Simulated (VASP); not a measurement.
Here is a VASP 6.6.1 calculation.

File INCAR:

```
SYSTEM = Al36H
PREC = Accurate ; ENCUT = 520
EDIFF = 1E-6 ; ISMEAR = 0
SIGMA = 0.1 ; LREAL = Auto
LASPH = .True. ; NELM = 100
ALGO = Normal ; ISIF = 2
LWAVE = .False. ; LCHARG = .False.
LDIPOL = .True. ; IDIPOL = 3
DIPOL = 0.5 0.5 0.378 ; GGA = PE
IVDW = 12 ; NBANDS = 78
```

Contents of KPOINTS:

```
regular mesh
0
Gamma
  6 6 1
  0 0 0
```

Contents of POSCAR:

```
Al36H
1.0
    5.6288445219      0.0000000000      0.0000000000
   -2.8144222609      4.8747223499      0.0000000000
    0.0000000000      0.0000000000     35.9073562080
Al H
36 1
Direct
    0.1666666667      0.3333333333      0.1113977865
    0.1666666667      0.8333333333      0.1113977865
    0.6666666667      0.3333333333      0.1113977865
    0.6666666667      0.8333333333      0.1113977865
    0.0000000000      0.0000000000      0.1757372983
    0.0000000000      0.5000000000      0.1757372983
    0.5000000000      0.0000000000      0.1757372983
    0.5000000000      0.5000000000      0.1757372983
    0.3333333333      0.1666666667      0.2400768102
    0.3333333333      0.6666666667      0.2400768102
    0.8333333333      0.1666666667      0.2400768102
    0.8333333333      0.6666666667      0.2400768102
    0.0000000000      0.0000000000      0.3044163221
    0.0000000000      0.5000000000      0.3044163221
    0.5000000000      0.0000000000      0.3044163221
    0.5000000000      0.5000000000      0.3044163221
    0.1666666667      0.3333333333      0.3682539347
    0.1666666667      0.8333333333      0.3682539347
    0.6666666667      0.3333333333      0.3682539347
    0.6666666667      0.8333333333      0.3682539347
    0.0000000000      0.0000000000      0.4320699059
    0.0000000000      0.5000000000      0.4320699059
    0.5000000000      0.0000000000      0.4320699059
    0.5000000000      0.5000000000      0.4320699059
    0.3333333333      0.1666666667      0.4967844642
    0.3333333333      0.6666666667      0.4967844642
    0.8333333333      0.1666666667      0.4967844642
    0.8333333333      0.6666666667      0.4967844642
    0.0000000000      0.0000000000      0.5611166564
    0.0000000000      0.5000000000      0.5611166564
    0.5000000000      0.0000000000      0.5611166564
    0.5000000000      0.5000000000      0.5611166564
    0.1666666667      0.3333333333      0.6268174153
    0.1666666667      0.8333333333      0.6268174153
    0.6666666667      0.3333333333      0.6268174153
    0.6666666667      0.8333333333      0.6268174153
    0.3333333333      0.6666666667      0.7215055338
```

Potentials or basis: VASP PAW PBE potentials, release 64 (Al, H).

Launch:

```bash
$ cat potpaw_PBE.64/Al/POTCAR potpaw_PBE.64/H/POTCAR > POTCAR
$ mpirun -np 1 vasp_std > vasp.out
```

Predict the band gap on the k mesh.

zero (an odd number of electrons rules out a gap without spin polarisation).

What does it give for the largest force?

0.635 eV/Å.

Forces on the atoms (eV/Å):
```
Al   0.000  0.017 -0.113
Al   0.015 -0.009 -0.113
Al   0.000  0.000 -0.108
Al  -0.015 -0.009 -0.113
Al   0.000  0.000  0.122
Al   0.025  0.014  0.119
Al   0.000 -0.029  0.119
Al  -0.025  0.014  0.119
Al   0.006  0.003 -0.025
Al   0.000  0.000 -0.029
Al  -0.006  0.003 -0.025
Al   0.000 -0.007 -0.025
Al   0.000  0.000  0.005
Al   0.021  0.012  0.027
Al   0.000 -0.025  0.027
Al  -0.021  0.012  0.027
Al   0.000  0.013  0.006
Al   0.012 -0.007  0.006
Al   0.000  0.000 -0.024
Al  -0.012 -0.007  0.006
Al   0.000  0.000 -0.003
Al   0.015  0.009  0.012
Al   0.000 -0.018  0.012
Al  -0.015  0.009  0.012
Al  -0.001 -0.001  0.002
Al   0.000  0.000 -0.043
Al   0.001 -0.001  0.002
Al   0.000  0.002  0.002
Al   0.000  0.000 -0.020
Al  -0.005 -0.003  0.003
Al   0.000  0.006  0.003
Al   0.005 -0.003  0.003
Al   0.000  0.022  0.204
Al   0.019 -0.011  0.204
Al   0.000  0.000  0.030
Al  -0.019 -0.011  0.204
H    0.000  0.000 -0.635
```
